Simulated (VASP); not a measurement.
# Y3Ti (Pm-3m) in VASP: notebook, part 2 of 2

VASP 6.6.1.

### Step 3. Relaxation of cell and atoms, PBE

INCAR

```
SYSTEM = Y3Ti
ALGO = Fast
EDIFF = 1E-6
EDIFFG = -0.01
ENCUT = 600
GGA = PE
IBRION = 2
ISIF = 3
ISMEAR = 0
LASPH = .TRUE.
LCHARG = .FALSE.
LREAL = .FALSE.
LWAVE = .FALSE.
NELM = 80
NSW = 100
PREC = Accurate
SIGMA = 0.1
```

KPOINTS

```
k-points
0
G
  10 10 10
  0 0 0
```

POSCAR

```
Y3Ti
1.0
    4.8161646010      0.0000000000      0.0000000000
    0.0000000000      4.8161646010      0.0000000000
    0.0000000000      0.0000000000      4.8161646010
Y Ti
3 1
Direct
    0.0000000000      0.5000000000      0.5000000000
    0.5000000000      0.0000000000      0.5000000000
    0.5000000000      0.5000000000      0.0000000000
    0.0000000000      0.0000000000      0.0000000000
```

Potentials or basis: VASP PAW PBE potentials, release 64 (Y_sv, Ti_sv).

The run is started by

```
$ cat potpaw_PBE.64/Y_sv/POTCAR potpaw_PBE.64/Ti_sv/POTCAR > POTCAR
$ mpirun -np 1 vasp_std > vasp.out
```

OUTCAR:

```text
SYSTEM = Y3Ti
   EDIFF = 1E-6
   EDIFFG = -0.01
   ENCUT = 600
   GGA = PE
   IBRION = 2
   ISIF = 3
   ISMEAR = 0
   LASPH = .TRUE.
   LREAL = .FALSE.
   NELM = 80
   NSW = 100
   PREC = Accurate

 ion  position               nearest neighbor table
   1  0.000  0.500  0.500-   2 3.41   3 3.41   4 3.41   3 3.41   4 3.41   2 3.41   4 3.41   4 3.41
                             2 3.41   3 3.41   3 3.41   2 3.41
   2  0.500  0.000  0.500-   1 3.41   3 3.41   4 3.41   3 3.41   4 3.41   1 3.41   3 3.41   3 3.41
                             1 3.41   4 3.41   4 3.41   1 3.41
   3  0.500  0.500  0.000-   1 3.41   2 3.41   4 3.41   1 3.41   2 3.41   2 3.41   4 3.41   2 3.41
                             1 3.41   4 3.41   1 3.41   4 3.41
   4  0.000  0.000  0.000-   1 3.41   2 3.41   3 3.41   1 3.41   2 3.41   1 3.41   3 3.41   1 3.41
                             2 3.41   3 3.41   2 3.41   3 3.41

  LATTYP: Found a simple cubic cell.
 ALAT       =     4.8161646010

  Lattice vectors:

 A1 = (   4.8161646010,   0.0000000000,   0.0000000000)
 A2 = (   0.0000000000,   4.8161646010,   0.0000000000)
 A3 = (   0.0000000000,   0.0000000000,   4.8161646010)

[... 182 lines left out ...]

 val. band max:        3.9704315789   @ k =   0.5000   0.4000   0.2000
 cond. band min:       3.9762637361   @ k =   0.5000   0.3000   0.3000
 fundamental gap:      0.0058321572
 Fermi energy:         3.9743820977

 k-point     1 :       0.0000    0.0000    0.0000
  band No.  band energies     occupation
      1     -53.1627      2.00000
      2     -38.4306      2.00000
      3     -38.3079      2.00000
      4     -38.3079      2.00000
      5     -29.3956      2.00000
      6     -29.3956      2.00000
[... 709 lines left out ...]
     26       4.8909      0.00000
     27       5.0175      0.00000

 [... further k-points ...]

------------------------ aborting loop because EDIFF is reached ----------------------------------------

  FORCE on cell =-STRESS in cart. coord.  units (eV):
  Direction    XX          YY          ZZ          XY          YZ          ZX
  --------------------------------------------------------------------------------------
  -------------------------------------------------------------------------------------
  Total       -0.0264903     -0.0264903     -0.0264903      0.0000000      0.0000000      0.0000000
  in kB       -0.3799205     -0.3799205     -0.3799205      0.0000000      0.0000000      0.0000000
  external PRESSURE =      -0.3799205 kB  Pullay stress =       0.0000000 kB

 VOLUME and BASIS-vectors are now :
 -----------------------------------------------------------------------------
  energy-cutoff  :      600.00
  volume of cell :      111.71
      direct lattice vectors                 reciprocal lattice vectors
     4.816164601  0.000000000  0.000000000     0.207634100  0.000000000  0.000000000
     0.000000000  4.816164601  0.000000000     0.000000000  0.207634100  0.000000000
     0.000000000  0.000000000  4.816164601     0.000000000  0.000000000  0.207634100

 POSITION                                       TOTAL-FORCE (eV/Angst)
 -----------------------------------------------------------------------------------
      0.00000      2.40808      2.40808         0.000000      0.000000      0.000000
      2.40808      0.00000      2.40808         0.000000      0.000000      0.000000
      2.40808      2.40808      0.00000         0.000000      0.000000      0.000000
      0.00000      0.00000      0.00000         0.000000      0.000000      0.000000
 -----------------------------------------------------------------------------------
    total drift:                               -0.000000     -0.000000     -0.000000

  FREE ENERGIE OF THE ION-ELECTRON SYSTEM (eV)
  ---------------------------------------------------
  free  energy   TOTEN  =       -26.2834403612 eV

  energy  without entropy=      -26.2521126945  energy(sigma->0) =      -26.26777653

 reached required accuracy - stopping structural energy minimisation
```

OSZICAR:

```text
N       E                     dE             d eps       ncg     rms          rms(c)
DAV:   1     0.384887174648E+03    0.38489E+03   -0.24011E+04  3024   0.183E+03
DAV:   2     0.140106386372E+02   -0.37088E+03   -0.36605E+03  3066   0.481E+02
DAV:   3    -0.251667648101E+02   -0.39177E+02   -0.37934E+02  5122   0.108E+02
[... 67 lines left out ...]
RMM:  71    -0.262834374821E+02   -0.91256E-06   -0.13781E-05  1747   0.775E-03    0.125E-02
RMM:  72    -0.262834386216E+02   -0.11395E-05   -0.16554E-05  1677   0.741E-03    0.122E-02
RMM:  73    -0.262834392535E+02   -0.63191E-06   -0.11473E-05  1610   0.725E-03    0.122E-02
RMM:  74    -0.262834400227E+02   -0.76925E-06   -0.13705E-05  1590   0.717E-03    0.118E-02
RMM:  75    -0.262834403612E+02   -0.33844E-06   -0.98219E-06  1552   0.724E-03
   1 F= -.26283440E+02 E0= -.26267777E+02  d E =-.262834E+02
```

CONTCAR:

```text
Y3Ti
   1.00000000000000
     4.8161646009999997    0.0000000000000000    0.0000000000000000
     0.0000000000000000    4.8161646009999997    0.0000000000000000
     0.0000000000000000    0.0000000000000000    4.8161646009999997
  Y               Ti
     3     1
Direct
     0.0000000000000000    0.5000000000000000    0.5000000000000000
     0.5000000000000000    0.0000000000000000    0.5000000000000000
     0.5000000000000000    0.5000000000000000    0.0000000000000000
     0.0000000000000000    0.0000000000000000    0.0000000000000000

  0.00000000E+00  0.00000000E+00  0.00000000E+00
  0.00000000E+00  0.00000000E+00  0.00000000E+00
  0.00000000E+00  0.00000000E+00  0.00000000E+00
  0.00000000E+00  0.00000000E+00  0.00000000E+00
```

It took 11 min on 1 thread of AMD EPYC 9R45 (Zen 5), shared host; peak memory 0.37 GiB.

What came out:

```yaml
Free_energy: -26.2834 eV
Pressure_after_relaxing: 0.0 GPa
Band_gap_on_the_k_mesh: zero (an odd number of electrons rules out a gap without spin polarisation)
```

Final structure:
```
Y Ti
1.0
     4.81616    0.00000    0.00000
     0.00000    4.81616    0.00000
     0.00000    0.00000    4.81616
Y Ti
3 1
Direct
  0.00000 0.50000 0.50000
  0.50000 0.00000 0.50000
  0.50000 0.50000 0.00000
  0.00000 0.00000 0.00000
```

Levels at points of the mesh, in eV from the Fermi level:
```csv
k point,band 21,band 22,band 23,band 24,band 25,band 26
"(0.00, 0.00, 0.00)",-1.04,-1.04,-1.04,1.32,1.40,1.57
"(0.50, 0.00, 0.00)",-0.16,0.10,0.10,0.11,0.11,0.12
"(0.50, 0.50, 0.00)",-0.02,0.10,0.11,0.30,0.33,0.50
"(0.50, 0.50, 0.50)",0.66,0.66,0.66,0.76,1.07,1.13
```

Caveat: the relaxation stopped at its first step, so nothing moved.
